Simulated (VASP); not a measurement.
# WSe2 in VASP: notebook

Runs on WSe2. Level: PBE. Tasks: single point.

Program: VASP 6.6.1. These are calculated values, not measurements. Logs are shortened: lines on timing, memory, paths and dates and some standing lists are left out, and cuts for length are marked.

## (1) The cell of the first run

The typed cell holds 6 atoms: a = 3.321 Å, b = 3.321 Å, c = 15.377 Å, α = 83.80°, β = 83.80°, γ = 60.00°.

## (2) Single point, PBE (the part above a cut slid along it)

INCAR

```
SYSTEM = WSe2
PREC = Accurate
ENCUT = 520
EDIFF = 1E-6
ISMEAR = 0
SIGMA = 0.05
LREAL = .False.
LASPH = .True.
NELM = 100
ALGO = Normal
ISIF = 2
LWAVE = .False.
LCHARG = .True.
GGA = PE
LELF = .True.
LVHAR = .True.
NBANDS = 35
```

KPOINTS

```
Automatic mesh
0
Gamma
  9 9 2
  0 0 0
```

POSCAR

```
WSe2
1.0
   -3.3206937274      0.0000000000      0.0000000000
   -1.6603468637     -2.8758051261      0.0000000000
   -1.6601808290     -0.9585058485     15.2573262715
W Se
2 4
Direct
    0.2500083333      0.2500083333      0.2500000000
    0.4166916667      0.4166916667      0.7500000000
    0.1200146928      0.1200146928      0.6400199235
    0.6199980262      0.6199980262      0.1400199235
    0.0467019738      0.0467019738      0.8599800765
    0.5466853072      0.5466853072      0.3599800765
```

Potentials or basis: VASP PAW PBE potentials, release 64 (W_sv, Se).

On the command line:

```sh
cat potpaw_PBE.64/W_sv/POTCAR potpaw_PBE.64/Se/POTCAR > POTCAR
mpirun -np 1 vasp_std > vasp.out
```

OUTCAR:

```text
SYSTEM = WSe2
   PREC = Accurate
   ENCUT = 520
   EDIFF = 1E-6
   ISMEAR = 0
   LREAL = .False.
   LASPH = .True.
   NELM = 100
   ISIF = 2
   GGA = PE

 ion  position               nearest neighbor table
   1  0.250  0.250  0.250-   4 2.55   4 2.55   6 2.55   6 2.55   6 2.55   4 2.55
   2  0.417  0.417  0.750-   5 2.55   5 2.55   3 2.55   3 2.55   3 2.55   5 2.55
   3  0.120  0.120  0.640-   2 2.55   2 2.55   2 2.55
   4  0.620  0.620  0.140-   1 2.55   1 2.55   1 2.55
   5  0.047  0.047  0.860-   2 2.55   2 2.55   2 2.55
   6  0.547  0.547  0.360-   1 2.55   1 2.55   1 2.55

  LATTYP: Found a trigonal (rhomboedric) cell.
 ALAT       =    15.3772864577
 COS(alpha) =     0.9766832924

  Lattice vectors:

 A1 = (  -1.6601808290,  -0.9585058485,  15.2573262715)
 A2 = (   1.6605128984,  -0.9585058485,  15.2573262715)
 A3 = (   0.0001660347,   1.9172992776,  15.2573262715)

Analysis of symmetry for initial positions (statically):
=====================================================================
 Subroutine PRICEL returns:
 Original cell was already a primitive cell.

 Routine SETGRP: Setting up the symmetry group for a
 trigonal (rhombohedral) supercell.

 Subroutine GETGRP returns: Found  4 space group operations
 (whereof  2 operations were pure point group operations)
 out of a pool of 12 trial point group operations.

The static configuration has the point symmetry C_1h.
 The point group associated with its full space group is C_2h.

Analysis of symmetry for dynamics (positions and initial velocities):
=====================================================================
 Subroutine PRICEL returns:
 Original cell was already a primitive cell.

 Routine SETGRP: Setting up the symmetry group for a
 trigonal (rhombohedral) supercell.

 Subroutine GETGRP returns: Found  4 space group operations
 (whereof  2 operations were pure point group operations)
 out of a pool of 12 trial point group operations.

The dynamic configuration has the point symmetry C_1h.
 The point group associated with its full space group is C_2h.

 Subroutine INISYM returns: Found  4 space group operations
 (whereof  2 operations are pure point group operations),
 and found     1 'primitive' translations

----------------------------------------------------------------------------------------

                                     Primitive cell

  volume of cell :     145.7024
[... 121 lines left out ...]
   EDIFFG = 0.1E-04   stopping-criterion for IOM
   NSW    =      0    number of steps for IOM
   IBRION =     -1    ionic relax: 0-MD 1-quasi-New 2-CG
   NFREE  =      0    steps in history (QN), initial steepest desc. (CG)
   ISIF   =      2    stress and relaxation
   ISYM   =      2    0-nonsym 1-usesym 2-fastsym
   POTIM  = 0.5000    time-step for ionic-motion
   TEBEG  =    0.0;   TEEND  =   0.0 temperature during run
   PSTRESS=    0.0 pullay stress
   NELECT =      52.0000    total number of electrons
   NUPDOWN=      -1.0000    fix difference up-down
   EMIN   =  10.00;   EMAX   =-10.00  energy-range for DOS
   EFERMI =   0.00;   METHOD = LEGACY
   ISMEAR =     0;   SIGMA  =   0.05  broadening in eV -4-tet -1-fermi 0-gaus
   EFERMI_NEDOS =   21; number of points for ismear=-14 and -15
   IALGO  =     38    algorithm
   IMIX   =      4    mixing-type and parameters
     AMIX     =   0.40;   BMIX     =  1.00
     AMIX_MAG =   1.60;   BMIX_MAG =  1.00
  volume/ion in A,a.u.               =      24.28       163.87
  Fermi-wavevector in a.u.,A,eV,Ry     =   1.161236  2.194417 18.347025  1.348468
  Thomas-Fermi vector in A             =   2.297810
   LORBIT       =      0    0 simple, 1 ext, 2 COOP (PROOUT), +10 PAW based schemes
   GGA     = PE    functional components
   LHFCALC =     F    Hartree Fock is set to
   AEXX    =    0.0000 exact exchange contribution
   IVDW    =     0    specifies the selected vdW correction
   LEPSILON=     F    determine dielectric tensor
   LRPA    =     F    only Hartree local field effects (RPA)
 non-spin polarized calculation
 Gauss-broadening in eV      SIGMA  =   0.05
  energy-cutoff  :      520.00
  volume of cell :      145.70
 maximum number of plane-waves:      3945
 NGX is ok and might be reduce to    28
   NGX = 13   NGY = 13   NGZ = 57

 number of electron      51.9999999 magnetization

 Free energy of the ion-electron system (eV)
  ---------------------------------------------------
  ext. energy  EPLUGINS =         0.00000000
  ---------------------------------------------------
  free energy    TOTEN  =       -43.25440385 eV

  energy without entropy =      -43.25440385  energy(sigma->0) =      -43.25440385

 E-fermi :   4.5146     XC(G=0):  -9.5149

 val. band max:        4.1460567664   @ k =  -0.3333   0.3333  -0.0000
 cond. band min:       5.6811175406   @ k =  -0.3333   0.3333   0.5000
 fundamental gap:      1.5350607742
 Fermi energy:         4.5145690945

 k-point     1 :       0.0000    0.0000    0.0000
  band No.  band energies     occupation
      1     -69.9453      2.00000
      2     -69.9453      2.00000
      3     -34.1646      2.00000
      4     -34.1646      2.00000
      5     -34.0626      2.00000
      6     -34.0626      2.00000
[... 901 lines left out ...]
     34       8.4983      0.00000
     35       8.6810      0.00000

 [... further k-points ...]

------------------------ aborting loop because EDIFF is reached ----------------------------------------

  FORCE on cell =-STRESS in cart. coord.  units (eV):
  Direction    XX          YY          ZZ          XY          YZ          ZX
  --------------------------------------------------------------------------------------
  -------------------------------------------------------------------------------------
  Total        0.2105826      0.2105216      0.3346732      0.0000528     -0.0000191     -0.0000330
  in kB        2.3156146      2.3149447      3.6801437      0.0005802     -0.0002097     -0.0003630
  external PRESSURE =       2.7702343 kB  Pullay stress =       0.0000000 kB

 VOLUME and BASIS-vectors are now :
 -----------------------------------------------------------------------------
  energy-cutoff  :      520.00
  volume of cell :      145.70
      direct lattice vectors                 reciprocal lattice vectors
    -3.320693727  0.000000000  0.000000000    -0.301141894  0.173864354 -0.021845243
    -1.660346864 -2.875805126  0.000000000     0.000000000 -0.347728708 -0.021845243
    -1.660180829 -0.958505848 15.257326272     0.000000000  0.000000000  0.065542283

 POSITION                                       TOTAL-FORCE (eV/Angst)
 -----------------------------------------------------------------------------------
     -1.66035     -0.95860      3.81433         0.000017      0.000010     -0.000387
     -3.32069     -1.91720     11.44299        -0.000017     -0.000010      0.000387
     -1.66035     -0.95860      9.76499        -0.000001     -0.000000     -0.049399
     -3.32069     -1.91720      2.13633        -0.000001     -0.000000     -0.043582
     -1.66035     -0.95860     13.12100         0.000001      0.000000      0.043582
     -3.32069     -1.91720      5.49233         0.000001      0.000000      0.049399
 -----------------------------------------------------------------------------------
    total drift:                                0.000001      0.000000     -0.000007

  FREE ENERGIE OF THE ION-ELECTRON SYSTEM (eV)
  ---------------------------------------------------
  free  energy   TOTEN  =       -43.2544038474 eV

  energy  without entropy=      -43.2544038474  energy(sigma->0) =      -43.25440385
```

stdout:

```text
POSCAR found type information on POSCAR W Se
 POSCAR found :  2 types and       6 ions
 scaLAPACK will be used
 LDA part: xc-table for (Slater+PW92), standard interpolation
 -----------------------------------------------------------------------------
|                                                                             |
|           W    W    AA    RRRRR   N    N  II  N    N   GGGG   !!!           |
|           W    W   A  A   R    R  NN   N  II  NN   N  G    G  !!!           |
|           W    W  A    A  R    R  N N  N  II  N N  N  G       !!!           |
|           W WW W  AAAAAA  RRRRR   N  N N  II  N  N N  G  GGG   !            |
|           WW  WW  A    A  R   R   N   NN  II  N   NN  G    G                |
|           W    W  A    A  R    R  N    N  II  N    N   GGGG   !!!           |
|                                                                             |
|     Your reciprocal lattice and k-lattice belong to different lattice       |
|     classes:                                                                |
|                                                                             |
|        The reciprocal lattice is rhombohedral (trigonal),                   |
|        whereas your k-lattice is base-centered monoclinic.                  |
|                                                                             |
|     Results are often still useful ...                                      |
|                                                                             |
 -----------------------------------------------------------------------------

 POSCAR, INCAR and KPOINTS ok, starting setup
 FFT: planning ... GRIDC
 FFT: planning ... GRID_SOFT
 FFT: planning ... GRID
 WAVECAR not read
 entering main loop
```

It took 8.6 min on 1 thread of Intel Xeon 8259CL, shared host; peak memory 0.41 GiB.

What came out:

- Free energy: -43.2544 eV
- Pressure: 0.3 GPa
- Largest force: 0.049 eV/Å
- Band gap on the k mesh: 1.53 eV

Forces on the atoms (eV/Å):
```
W    0.000  0.000  0.000
W    0.000  0.000  0.000
Se   0.000  0.000 -0.049
Se   0.000  0.000 -0.044
Se   0.000  0.000  0.044
Se   0.000  0.000  0.049
```

Caveat: the cell differs from its parent crystal (the part above a cut slid along it); spin-orbit coupling is left out, which moves the levels of the heavy elements. A k mesh can miss the band edges.

## (3) Single point, PBE (the part above a cut slid along it)

INCAR

```
SYSTEM = WSe2
ALGO = Normal
EDIFF = 1E-6
ENCUT = 520
GGA = PE
ISIF = 2
ISMEAR = 0
LASPH = .True.
LCHARG = .True.
LELF = .True.
LREAL = .False.
LVHAR = .True.
LWAVE = .False.
NBANDS = 35
NELM = 80
PREC = Accurate
SIGMA = 0.05
```

KPOINTS

```
k-points
0
Gamma
  9 9 2
  0 0 0
```

POSCAR

```
WSe2
1.0
   -3.3206937274      0.0000000000      0.0000000000
   -1.6603468637     -2.8758051261      0.0000000000
   -3.3208597621     -1.9172992776     15.2573262715
W Se
2 4
Direct
    0.1666583333      0.1666583333      0.2500000000
    0.1666416667      0.1666416667      0.7500000000
   -0.0933679497     -0.0933679497      0.6400199235
    0.5733153837      0.5733153837      0.1400199235
   -0.2400153837     -0.2400153837      0.8599800765
    0.4266679497      0.4266679497      0.3599800765
```

Potentials or basis: VASP PAW PBE potentials, release 64 (W_sv, Se).

On the command line:

```sh
cat potpaw_PBE.64/W_sv/POTCAR potpaw_PBE.64/Se/POTCAR > POTCAR
mpirun -np 1 vasp_std > vasp.out
```

Wall time 8.7 min (1 thread of Intel Xeon 8259CL, shared host); peak memory 0.42 GiB.

Results (log left out):

```
Free energy            : -43.2515 eV
Pressure               : 0.3 GPa
Largest force          : 0.049 eV/Å
Band gap on the k mesh : 1.54 eV
```

Forces on the atoms (eV/Å):
```
W    0.000  0.000  0.004
W    0.000  0.000 -0.004
Se   0.000  0.000 -0.049
Se   0.000  0.000 -0.036
Se   0.000  0.000  0.036
Se   0.000  0.000  0.049
```

Stress tensor (GPa, compression positive):
```
0.23 0.00 0.00
0.00 0.23 0.00
0.00 0.00 0.44
```

Levels at points of the mesh, in eV from the valence-band top:
| k point | band 23 | band 24 | band 25 | band 26 | band 27 | band 28 | band 29 | band 30 |
| --- | --- | --- | --- | --- | --- | --- | --- | --- |
| (0.00, 0.00, 0.00) | -1.24 | -1.24 | -0.55 | -0.08 | 2.88 | 2.88 | 2.89 | 2.89 |
| (0.00, 0.00, 0.50) | -1.24 | -1.24 | -0.27 | -0.25 | 2.88 | 2.88 | 2.89 | 2.89 |

Caveat: the cell differs from its parent crystal (the part above a cut slid along it); spin-orbit coupling is left out, which moves the levels of the heavy elements.
